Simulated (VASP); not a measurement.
Runs of VASP 6.6.1 on Al3GaN4. The structure is that of space group P-43m (No. 215), or close to it. The cells are those of the table. 

| task | potentials or basis | cell | cutoff (eV) | gap on the mesh (eV) | pressure (GPa) | largest force (eV/Å) |
| --- | --- | --- | --- | --- | --- | --- |
| single point | VASP PAW PBE potentials, release 64 (Al, Ga_d, N_h) | a = 4.401 Å, 8 atoms | 910 | 4.00 | -0.2 | 0.08 |
| single point | VASP PAW PBE potentials, release 64 (Al, Ga_d, N_h) | a = 4.416 Å, 8 atoms | 910 | 3.99 | (b) | 0.08 |
| relaxation of the atoms | VASP PAW PBE potentials, release 64 (Al, Ga_d, N) | atoms relaxed from a = 4.533 Å, 8 atoms | 520 | 3.36 | -15.5 | - |
| relaxation of the atoms | VASP PAW PBE potentials, release 64 (Al, Ga_d, N) | atoms relaxed from a = 4.269 Å, 8 atoms | 520 | 4.09 | 22.8 | - |
| single point | VASP PAW PBE potentials, release 64 (Al, Ga_d, N_h) | a = 4.282 Å, 8 atoms | 910 | (a) | 19.9 | 0.08 |

Alike in all rows: level r2SCAN; no spin polarisation; k mesh 6 × 6 × 6; smearing gaussian 0.02 eV.

Q: Fill in the values left out.

A: (a) 4.08; (b) -2.2.

Caveats: the PAW data sets were made with another functional, which shifts forces and pressure a little; the cutoff is under 1.25 times the usual one of these potentials, so pressure, stress and relaxed cells hold a basis-set (Pulay) error (at least some runs); the cell stands under pressure (at least some runs).

A k mesh can miss the band edges, and the runs leave out spin-orbit coupling on Ga.
